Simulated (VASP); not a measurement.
Input of a VASP 6.6.1 run:

INCAR

```
PREC     = Accurate       # precision mode
ENCUT    = 520            # plane-wave cutoff, eV
EDIFF    = 1E-6           # SCF threshold, eV
ISMEAR   = -1             # smearing method
SIGMA    = 0.05           # smearing width, eV
LREAL    = F              # projectors in reciprocal space
LASPH    = T              # aspherical terms in the spheres
NELM     = 60             # most SCF steps
ALGO     = Normal         # electronic algorithm
ISIF     = 2              # what is computed and relaxed
LWAVE    = F              # write WAVECAR
LCHARG   = T              # write CHGCAR
GGA      = PS             # functional
LELF     = T              # ELF
LVHAR    = T            
NBANDS   = 12             # bands
```

The input KPOINTS:

```
regular mesh
0
Gamma
  14 14 14
```

POSCAR

```
Zr
1.0
    2.7425249976      0.0000000000      0.0000000000
    0.0000000000      2.7425249976      0.0000000000
    0.0000000000      0.0000000000      2.7425249976
Zr
1
Direct
    0.0000000000      0.0000000000      0.0000000000
```

Potentials or basis: VASP PAW PBE potentials, release 64 (Zr_sv).

Run with:

```sh
$ cat potpaw_PBE.64/Zr_sv/POTCAR > POTCAR
$ mpirun -np 1 vasp_std > vasp.out
```

Q: Estimate the band gap on the k mesh.

A: Zero (band 6 reaches 10.93 eV, above the bottom of band 7 at 7.74 eV).

Q: Predict the pressure.

A: 13.2 GPa.

Caveat: the PAW data sets were made with another functional, which shifts forces and pressure a little.
